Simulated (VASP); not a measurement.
Sc, 1 atom in the cell. The structure is cubic, space group Fm-3m (No. 225). Conventional cell: a = 4.428 Å, b = 4.428 Å, c = 4.428 Å, α = 90.00°, β = 90.00°, γ = 90.00°. Sc (site symmetry m-3m) has 12 Sc at 3.13 Å within 4.1 Å.  This cell differs from its parent crystal: volume scaled by 0.94.

| Item | Value |
| --- | --- |
| Program | VASP 6.6.1 |
| Task | single point |
| Functional | PBE |
| Potentials or basis | VASP PAW PBE potentials, release 64 (Sc_sv) |
| Cutoff | 520 eV |
| k mesh | 10 × 10 × 10 |
| Occupations | fermi-dirac, width 0.05 eV |
| Spin | no spin polarisation |
| Dipole correction | no |
| Further INCAR settings | ALGO = Normal; EDIFF = 1e-06; NBANDS = 12 |

Potentials or basis: VASP PAW PBE potentials, release 64 (Sc_sv).

The run is started by

```bash
$ cat potpaw_PBE.64/Sc_sv/POTCAR > POTCAR
$ mpirun -np 1 vasp_std > vasp.out
```

Hardware: 1 thread of Intel(R) Xeon(R) 6975P-C (Granite Rapids) (shared host).

Estimate the wall time of this run.

Wall time 3.6 s on 1 thread of Intel(R) Xeon(R) 6975P-C (Granite Rapids) (shared host), peak memory 0.13 GiB. Counts: scf iterations 11, k points 47.
